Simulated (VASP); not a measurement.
# TaZn2B3 (P4/mmm) in VASP: notebook

TaZn2B3 is run at these levels: PBE; tasks: single point, relaxation of cell and atoms.

All numbers are computed with VASP 6.6.1; they aren't measurements. Logs are shortened: lines on timing, memory, paths and dates and some standing lists are left out, and cuts for length are marked.

## Step 1: The cell of the first run

The structure is tetragonal, space group P4/mmm (No. 123). Conventional cell: a = 3.573 Å, b = 3.573 Å, c = 7.654 Å, α = 90.00°, β = 90.00°, γ = 90.00°. Within 3.0 Å of Ta (site symmetry 4/mmm) lie 2 B at 2.25 Å and 4 Zn at 2.53 Å. Zn (site symmetry 4/mmm) has 4 Ta at 2.53 Å and 8 B at 3.38 Å within 3.4 Å. Within 3.3 Å of Zn (site symmetry 4/mmm) lie 12 B at 2.53 to 2.98 Å. B (site symmetry 4mm) has 1 B at 1.58 Å within 2.1 Å. Within 2.1 Å of B (site symmetry 4/mmm) lie 2 B at 1.58 Å.

The cell was generated, and may not be a known phase.

## Step 2: Single point, PBE

The input, INCAR:

```
PREC = Accurate
ENCUT = 520
EDIFF = 1E-6
ISMEAR = 0
SIGMA = 0.1
LREAL = False
LASPH = True
NELM = 80
ALGO = Normal
ISIF = 2
LWAVE = False
LCHARG = True
GGA = PE
LELF = True
LVHAR = True
NBANDS = 31
```

The input, KPOINTS:

```
Automatic mesh
0
Gamma
  10 10 6
```

The input, POSCAR:

```
TaZn2B3
1.0
    3.5733068488      0.0000000000      0.0000000000
    0.0000000000      3.5733068488      0.0000000000
    0.0000000000      0.0000000000      7.6541231175
Ta Zn B
1 2 3
Direct
    0.0000000000      0.0000000000      0.5000000000
    0.5000000000      0.5000000000      0.5000000000
    0.5000000000      0.5000000000      0.0000000000
    0.0000000000      0.0000000000      0.7937636619
    0.0000000000      0.0000000000      0.2062363381
    0.0000000000      0.0000000000      0.0000000000
```

Potentials or basis: VASP PAW PBE potentials, release 64 (Ta_pv, Zn, B).

Run with:

```sh
$ cat potpaw_PBE.64/Ta_pv/POTCAR potpaw_PBE.64/Zn/POTCAR potpaw_PBE.64/B/POTCAR > POTCAR
$ mpirun -np 1 vasp_std > vasp.out
```

OUTCAR:

```text
PREC = Accurate
   ENCUT = 520
   EDIFF = 1E-6
   ISMEAR = 0
   LREAL = False
   LASPH = True
   NELM = 80
   ISIF = 2
   GGA = PE

 ion  position               nearest neighbor table
   1  0.000  0.000  0.500-   4 2.25   5 2.25   2 2.53   2 2.53   2 2.53   2 2.53
   2  0.500  0.500  0.500-   1 2.53   1 2.53   1 2.53   1 2.53
   3  0.500  0.500  0.000-   6 2.53   6 2.53   6 2.53   6 2.53
   4  0.000  0.000  0.794-   6 1.58   1 2.25
   5  0.000  0.000  0.206-   6 1.58   1 2.25
   6  0.000  0.000  0.000-   4 1.58   5 1.58   3 2.53   3 2.53   3 2.53   3 2.53

  LATTYP: Found a simple tetragonal cell.
 ALAT       =     3.5733068488
 C/A-ratio  =     2.1420279426

  Lattice vectors:

 A1 = (   3.5733068488,   0.0000000000,   0.0000000000)
 A2 = (   0.0000000000,   3.5733068488,   0.0000000000)
 A3 = (   0.0000000000,   0.0000000000,   7.6541231175)

Analysis of symmetry for initial positions (statically):
=====================================================================
 Subroutine PRICEL returns:
 Original cell was already a primitive cell.

 Routine SETGRP: Setting up the symmetry group for a
 simple tetragonal supercell.

 Subroutine GETGRP returns: Found 16 space group operations
 (whereof 16 operations were pure point group operations)
 out of a pool of 16 trial point group operations.

The static configuration has the point symmetry D_4h.

Analysis of symmetry for dynamics (positions and initial velocities):
=====================================================================
 Subroutine PRICEL returns:
 Original cell was already a primitive cell.

 Routine SETGRP: Setting up the symmetry group for a
 simple tetragonal supercell.

 Subroutine GETGRP returns: Found 16 space group operations
 (whereof 16 operations were pure point group operations)
 out of a pool of 16 trial point group operations.

The dynamic configuration has the point symmetry D_4h.

 Subroutine INISYM returns: Found 16 space group operations
 (whereof 16 operations are pure point group operations),
 and found     1 'primitive' translations

----------------------------------------------------------------------------------------

                                     Primitive cell

  volume of cell :      97.7318

  direct lattice vectors                    reciprocal lattice vectors
     3.573306849  0.000000000  0.000000000     0.279852820  0.000000000  0.000000000
     0.000000000  3.573306849  0.000000000     0.000000000  0.279852820  0.000000000
     0.000000000  0.000000000  7.654123118     0.000000000  0.000000000  0.130648539

  length of vectors
     3.573306849  3.573306849  7.654123118     0.279852820  0.279852820  0.130648539

  position of ions in fractional coordinates (direct lattice)
     0.000000000  0.000000000  0.500000000
     0.500000000  0.500000000  0.500000000
     0.500000000  0.500000000  0.000000000
     0.000000000  0.000000000  0.793763662
     0.000000000  0.000000000  0.206236338
     0.000000000  0.000000000  0.000000000

  ion indices of the primitive-cell ions
   primitive index   ion index
                 1           1
                 2           2
                 3           3
                 4           4
                 5           5
                 6           6

----------------------------------------------------------------------------------------

 KPOINTS: Automatic mesh

Automatic generation of k-mesh.
 Grid dimensions read from file:
 generate k-points for:   10   10    6

 Generating k-lattice:

  Cartesian coordinates                     Fractional coordinates (reciprocal lattice)
     0.027985282  0.000000000  0.000000000     0.100000000  0.000000000  0.000000000
     0.000000000  0.027985282  0.000000000     0.000000000  0.100000000  0.000000000
     0.000000000  0.000000000  0.021774756     0.000000000  0.000000000  0.166666667

  Length of vectors
     0.027985282  0.027985282  0.021774756

  Shift w.r.t. Gamma in fractional coordinates (k-lattice)
     0.000000000  0.000000000  0.000000000

 Subroutine IBZKPT returns following result:
 ===========================================

 Found     84 irreducible k-points:

 Following reciprocal coordinates:
            Coordinates               Weight
  0.000000  0.000000  0.000000      1.000000
  0.100000  0.000000  0.000000      4.000000
  0.200000  0.000000  0.000000      4.000000
  0.300000  0.000000  0.000000      4.000000
  0.400000  0.000000  0.000000      4.000000
  0.500000  0.000000  0.000000      2.000000
[... 16 lines left out ...]
  0.100000  0.000000  0.166667      8.000000
  0.200000  0.000000  0.166667      8.000000
 [... further k-points ...]
   k-points           NKPTS =     84   k-points in BZ     NKDIM =     84   number of bands    NBANDS=     31
   number of dos      NEDOS =    301   number of ions     NIONS =      6
   total plane-waves  NPLWV =  47040
   dimension x,y,z NGX =    28 NGY =   28 NGZ =   60
   dimension x,y,z NGXF=    56 NGYF=   56 NGZF=  120
[... 36 lines left out ...]
  Thomas-Fermi vector in A             =   2.388512
   LORBIT       =      0    0 simple, 1 ext, 2 COOP (PROOUT), +10 PAW based schemes
   GGA     = PE    functional components
   LHFCALC =     F    Hartree Fock is set to
   AEXX    =    0.0000 exact exchange contribution
   IVDW    =     0    specifies the selected vdW correction
   LEPSILON=     F    determine dielectric tensor
   LRPA    =     F    only Hartree local field effects (RPA)
 non-spin polarized calculation
 Gauss-broadening in eV      SIGMA  =   0.10
  energy-cutoff  :      520.00
  volume of cell :       97.73
 maximum number of plane-waves:      2661
 NGX is ok and might be reduce to    28
   NGX = 13   NGY = 13   NGZ = 29

 number of electron      43.9999986 magnetization

 Free energy of the ion-electron system (eV)
  ---------------------------------------------------
  ext. energy  EPLUGINS =         0.00000000
  ---------------------------------------------------
  free energy    TOTEN  =       -27.29132245 eV

  energy without entropy =      -27.26964136  energy(sigma->0) =      -27.28048190

 E-fermi :   1.7827     XC(G=0): -10.1724

 val. band max:        1.7711513821   @ k =   0.4000   0.4000   0.3333
 cond. band min:       1.8016448935   @ k =   0.4000   0.4000   0.1667
 fundamental gap:      0.0304935114
 Fermi energy:         1.7827279538

 k-point     1 :       0.0000    0.0000    0.0000
  band No.  band energies     occupation
      1     -32.3095      2.00000
      2     -32.3095      2.00000
      3     -32.2400      2.00000
      4      -8.2400      2.00000
      5      -5.7058      2.00000
      6      -5.5007      2.00000
[... 23 lines left out ...]
     30       6.8410      0.00000
     31       7.9629      0.00000

 k-point     2 :       0.1000    0.0000    0.0000
  band No.  band energies     occupation
      1     -32.3190      2.00000
      2     -32.3094      2.00000
      3     -32.2393      2.00000
      4      -8.1543      2.00000
      5      -5.5973      2.00000
      6      -5.4677      2.00000
[... 23 lines left out ...]
     30       7.2922      0.00000
     31       7.9487      0.00000

 k-point     3 :       0.2000    0.0000    0.0000
  band No.  band energies     occupation
      1     -32.3438      2.00000
      2     -32.3092      2.00000
      3     -32.2374      2.00000
      4      -7.9074      2.00000
      5      -5.3774      2.00000
      6      -5.3629      2.00000
[... 23 lines left out ...]
     30       7.7250      0.00000
     31       7.8913      0.00000

 k-point     4 :       0.3000    0.0000    0.0000
  band No.  band energies     occupation
      1     -32.3743      2.00000
      2     -32.3089      2.00000
      3     -32.2351      2.00000
      4      -7.5371      2.00000
      5      -5.2803      2.00000
      6      -5.2574      2.00000
[... 635 lines left out ...]
     30       7.5640      0.00000
     31       7.6343      0.00000

 k-point    23 :       0.1000    0.0000    0.1667
  band No.  band energies     occupation
      1     -32.3190      2.00000
      2     -32.3094      2.00000
      3     -32.2393      2.00000
      4      -8.1322      2.00000
      5      -5.7295      2.00000
      6      -5.4677      2.00000
[... 23 lines left out ...]
     30       7.9376      0.00000
     31       7.9717      0.00000

 k-point    24 :       0.2000    0.0000    0.1667
  band No.  band energies     occupation
      1     -32.3438      2.00000
      2     -32.3092      2.00000
      3     -32.2374      2.00000
      4      -7.8864      2.00000
      5      -5.4800      2.00000
      6      -5.3774      2.00000
[... 23 lines left out ...]
     30       7.9978      0.00000
     31       8.4746      0.00000

 [... further k-points ...]

------------------------ aborting loop because EDIFF is reached ----------------------------------------

  FORCE on cell =-STRESS in cart. coord.  units (eV):
  Direction    XX          YY          ZZ          XY          YZ          ZX
  --------------------------------------------------------------------------------------
  -------------------------------------------------------------------------------------
  Total        0.0811182      0.0811182     -0.0108495      0.0000000     -0.0000000     -0.0000000
  in kB        1.3298191      1.3298191     -0.1778618      0.0000000     -0.0000000     -0.0000000
  external PRESSURE =       0.8272588 kB  Pullay stress =       0.0000000 kB

 VOLUME and BASIS-vectors are now :
 -----------------------------------------------------------------------------
  energy-cutoff  :      520.00
  volume of cell :       97.73
      direct lattice vectors                 reciprocal lattice vectors
     3.573306849  0.000000000  0.000000000     0.279852820  0.000000000  0.000000000
     0.000000000  3.573306849  0.000000000     0.000000000  0.279852820  0.000000000
     0.000000000  0.000000000  7.654123118     0.000000000  0.000000000  0.130648539

 POSITION                                       TOTAL-FORCE (eV/Angst)
 -----------------------------------------------------------------------------------
      0.00000      0.00000      3.82706         0.000000      0.000000      0.000000
      1.78665      1.78665      3.82706         0.000000      0.000000      0.000000
      1.78665      1.78665      0.00000         0.000000      0.000000      0.000000
      0.00000      0.00000      6.07556         0.000000     -0.000000      0.000699
      0.00000      0.00000      1.57856        -0.000000      0.000000     -0.000699
      0.00000      0.00000      0.00000         0.000000      0.000000      0.000000
 -----------------------------------------------------------------------------------
    total drift:                                0.000000      0.000000      0.000000

  FREE ENERGIE OF THE ION-ELECTRON SYSTEM (eV)
  ---------------------------------------------------
  free  energy   TOTEN  =       -27.2913224499 eV

  energy  without entropy=      -27.2696413588  energy(sigma->0) =      -27.28048190
```

Wall time 6.4 min (1 thread of AMD EPYC 7R13, shared host); peak memory 0.35 GiB.

Results:

* Free energy: -27.2913 eV
* Pressure: 0.1 GPa
* Band gap on the k mesh: zero (bands 22 and 23 overlap by 1.94 eV)

Caveat: spin-orbit coupling is left out, which moves the levels of the heavy elements.

## Step 3: Relaxation of cell and atoms, PBE

This run uses another cell than the first one, of 12.33 Å³/atom.

The input, INCAR:

```
SYSTEM = TaZn2B3
PREC     = Accurate       ! precision mode
ENCUT    = 600            ! plane-wave cutoff, eV
EDIFF    = 1E-6           ! SCF threshold, eV
ISMEAR   = 0              ! smearing method
SIGMA    = 0.1            ! smearing width, eV
LREAL    = .False.        ! projectors in reciprocal space
LASPH    = .True.         ! aspherical terms in the spheres
NELM     = 100            ! most SCF steps
ALGO     = Normal         ! electronic algorithm
ISIF     = 3              ! what is computed and relaxed
LWAVE    = .False.        ! write WAVECAR
LCHARG   = .False.        ! write CHGCAR
GGA      = PE             ! functional
IBRION   = 2              ! ionic algorithm
NSW      = 90             ! ionic steps
EDIFFG   = -0.04          ! ionic threshold
```

The input, KPOINTS:

```
Automatic mesh
0
Gamma
  6 6 4
  0 0 0
```

The input, POSCAR:

```
TaZn2B3
1.0
    3.1654351300      0.0000000000      0.0000000000
    0.0000000000      3.1654351300      0.0000000000
    0.0000000000      0.0000000000      7.3857114700
Ta Zn B
1 2 3
Direct
    0.0000000000      0.0000000000      0.5000000000
    0.5000000000      0.5000000000      0.5000000000
    0.5000000000      0.5000000000      0.0000000000
    0.0000000000      0.0000000000      0.7328234500
    0.0000000000      0.0000000000      0.2671765500
    0.0000000000      0.0000000000      0.0000000000
```

Potentials or basis: VASP PAW PBE potentials, release 64 (Ta_pv, Zn, B).

Run with:

```sh
$ cat potpaw_PBE.64/Ta_pv/POTCAR potpaw_PBE.64/Zn/POTCAR potpaw_PBE.64/B/POTCAR > POTCAR
$ mpirun -np 1 vasp_std > vasp.out
```

Wall time 11 min (1 thread of AMD EPYC 7R13, shared host); peak memory 0.24 GiB.

The run converged. Its results:

```yaml
Free_energy: -27.2925 eV
Relaxed_volume: 16.30 Å³/atom
Relaxed_cell: a = 3.573 Å, b = 3.573 Å, c = 7.661 Å, α = 90.00°, β = 90.00°, γ = 90.00°
Space_group_after_relaxing_to_0.1_Å: P4/mmm (No. 123)
Energy_gained_by_relaxing: 1292.4 meV/atom
Ionic_steps: 8
Pressure_after_relaxing: -0.1 GPa
Largest_force_after_relaxing: 0.015 eV/Å
Band_gap_on_the_k_mesh: zero (bands 22 and 23 overlap by 1.61 eV)
```

Forces on the atoms (eV/Å):
```
Ta   0.000  0.000  0.000
Zn   0.000  0.000  0.000
Zn   0.000  0.000  0.000
B    0.000  0.000  0.015
B    0.000  0.000 -0.015
B    0.000  0.000  0.000
```

Stress tensor (GPa, compression positive):
```
-0.24  0.00  0.00
 0.00 -0.24  0.00
 0.00  0.00  0.29
```

Step by step:
```
step  energy change (eV)  largest force (eV/Å)  pressure (GPa)  volume (Å³)
   1              0.0000               10.7971           47.63        74.00
   2             -6.3056                0.3260          -13.09       120.61
   3             -7.1271                1.6512           -7.57       104.99
   4             -7.1313                1.8093           -6.95       104.06
   5             -7.5630                1.9109            2.60        97.61
   6             -7.7433                0.0174           -1.55        99.71
   7             -7.7435                0.0465           -1.41        99.62
   8             -7.7545                0.0147           -0.06        97.82
```

Final structure:
```
Ta Zn B
1.0
     3.57329    0.00000    0.00000
     0.00000    3.57329    0.00000
     0.00000    0.00000    7.66085
Ta Zn B
1 2 3
Direct
  0.00000 0.00000 0.50000
  0.50000 0.50000 0.50000
  0.50000 0.50000 0.00000
  0.00000 0.00000 0.79347
  0.00000 0.00000 0.20653
  0.00000 0.00000 0.00000
```

Levels at points of the mesh, in eV from the Fermi level:
```tsv
k point	band 18	band 19	band 20	band 21	band 22	band 23	band 24	band 25	band 26
(0.00, 0.00, 0.00)	-1.61	-0.57	-0.57	-0.09	0.83	0.83	0.96	2.83	4.79
(0.50, 0.00, 0.00)	-2.73	-2.56	-2.34	-0.48	-0.32	0.65	0.99	2.00	3.23
(0.50, 0.50, 0.00)	-3.33	-3.33	-0.94	-0.94	-0.71	0.10	0.58	0.58	2.80
(0.00, 0.00, 0.50)	-2.51	-0.78	-0.78	-0.08	0.87	1.93	1.93	2.56	2.83
(0.50, 0.00, 0.50)	-3.48	-2.08	-1.50	-1.09	-0.32	0.16	0.41	2.38	3.16
(0.50, 0.50, 0.50)	-3.37	-2.58	-0.92	-0.69	-0.58	-0.58	0.32	0.32	2.78
```

Caveat: the volume moved by over 15 % at a fixed basis, so the end points are rough; spin-orbit coupling is left out, which moves the levels of the heavy elements.

## Step 4: Relaxation of cell and atoms, PBE

This run uses another cell than the first one, of 16.23 Å³/atom.

The input, INCAR:

```
SYSTEM = TaZn2B3
  PREC = Accurate
  ENCUT = 600
  EDIFF = 1E-6
  ISMEAR = 0
  SIGMA = 0.1
  LREAL = .False.
  LASPH = .True.
  NELM = 100
  ALGO = Normal
  ISIF = 3
  LWAVE = .False.
  LCHARG = .False.
  GGA = PE
  IBRION = 2
  NSW = 100
  EDIFFG = -0.01
```

The input, KPOINTS:

```
Automatic mesh
0
Gamma
  10 10 6
  0 0 0
```

The input, POSCAR:

```
TaZn2B3
1.0
    3.5637645895      0.0000000000      0.0000000000
    0.0000000000      3.5637645895      0.0000000000
    0.0000000000      0.0000000000      7.6656486280
Ta Zn B
1 2 3
Direct
    0.0000000000      0.0000000000      0.5000000000
    0.5000000000      0.5000000000      0.5000000000
    0.5000000000      0.5000000000      0.0000000000
    0.0000000000      0.0000000000      0.7935703387
    0.0000000000      0.0000000000      0.2064296613
    0.0000000000      0.0000000000      0.0000000000
```

Run with:

```sh
$ cat potpaw_PBE.64/Ta_pv/POTCAR potpaw_PBE.64/Zn/POTCAR potpaw_PBE.64/B/POTCAR > POTCAR
$ mpirun -np 1 vasp_std > vasp.out
```

It took 17 min on 1 thread of AMD EPYC 7R13, shared host; peak memory 0.39 GiB.

It converged, with:

```yaml
Free_energy: -27.2931 eV
Relaxed_volume: 16.31 Å³/atom
Relaxed_cell: a = 3.575 Å, b = 3.575 Å, c = 7.654 Å, α = 90.00°, β = 90.00°, γ = 90.00°
Space_group_after_relaxing_to_0.1_Å: P4/mmm (No. 123)
Energy_gained_by_relaxing: 0.3 meV/atom
Ionic_steps: 5
Pressure_after_relaxing: 0.0 GPa
Band_gap_on_the_k_mesh: zero (bands 22 and 23 overlap by 1.93 eV)
```

The path:
| step | energy change (eV) | largest force (eV/Å) | pressure (GPa) | volume (Å³) |
| --- | --- | --- | --- | --- |
| 1 | 0.0000 | 0.0665 | 0.25 | 97.36 |
| 2 | -0.0014 | 0.0680 | 0.20 | 97.72 |
| 3 | -0.0016 | 0.0309 | 0.21 | 97.62 |
| 4 | -0.0017 | 0.0143 | -0.07 | 97.93 |
| 5 | -0.0017 | 0.0012 | 0.01 | 97.84 |

Final structure:
```cif
data_structure
_symmetry_space_group_name_H-M 'P 1'
_symmetry_Int_Tables_number 1
_cell_length_a 3.5753
_cell_length_b 3.5753
_cell_length_c 7.6538
_cell_angle_alpha 90.000
_cell_angle_beta 90.000
_cell_angle_gamma 90.000
_cell_volume 97.84
loop_
_atom_site_label
_atom_site_type_symbol
_atom_site_fract_x
_atom_site_fract_y
_atom_site_fract_z
_atom_site_occupancy
Ta1 Ta 0.00000 0.00000 0.50000 1
Zn1 Zn 0.50000 0.50000 0.50000 1
Zn2 Zn 0.50000 0.50000 0.00000 1
B1 B 0.00000 0.00000 0.79378 1
B2 B 0.00000 0.00000 0.20622 1
B3 B 0.00000 0.00000 0.00000 1
```

Levels at points of the mesh, in eV from the Fermi level:
```tsv
k point	band 20	band 21	band 22	band 23	band 24	band 25
(0.00, 0.00, 0.00)	-0.54	-0.05	0.85	0.85	1.01	2.87
(0.50, 0.00, 0.00)	-2.31	-0.46	-0.27	0.68	1.01	2.05
(0.50, 0.50, 0.00)	-0.91	-0.91	-0.64	0.11	0.61	0.61
(0.00, 0.00, 0.50)	-0.75	-0.05	0.92	1.96	1.96	2.59
(0.50, 0.00, 0.50)	-1.48	-1.05	-0.27	0.18	0.46	2.41
(0.50, 0.50, 0.50)	-0.85	-0.67	-0.55	-0.55	0.35	0.35
```

Caveat: spin-orbit coupling is left out, which moves the levels of the heavy elements.

## Step 5: The runs side by side

```csv
task,cell,k mesh,cutoff (eV),gap on the mesh (eV),pressure (GPa),relaxed volume (Å³/atom)
single point,"a = 3.573, b = 3.573, c = 7.654 Å, 6 atoms, atomic positions A",10 × 10 × 6,520,none,0.1,-
relaxation of cell and atoms,"relaxed from a = 3.165, b = 3.165, c = 7.386 Å, 6 atoms, atomic positions B",6 × 6 × 4,600,none,-0.1,16.30
relaxation of cell and atoms,"relaxed from a = 3.564, b = 3.564, c = 7.666 Å, 6 atoms, atomic positions C",10 × 10 × 6,600,none,0.0,16.31
```

Alike in all rows: level PBE; potentials or basis VASP PAW PBE potentials, release 64 (Ta_pv, Zn, B); no spin polarisation; smearing gaussian 0.1 eV.

Caveats: spin-orbit coupling is left out, which moves the levels of the heavy elements; the volume moved by over 15 % at a fixed basis, so the end points are rough (at least some runs).

Absolute energies hang on the potentials; compare differences alone.

The gap in the log of VASP goes by the Fermi energy; the results here count the filled bands.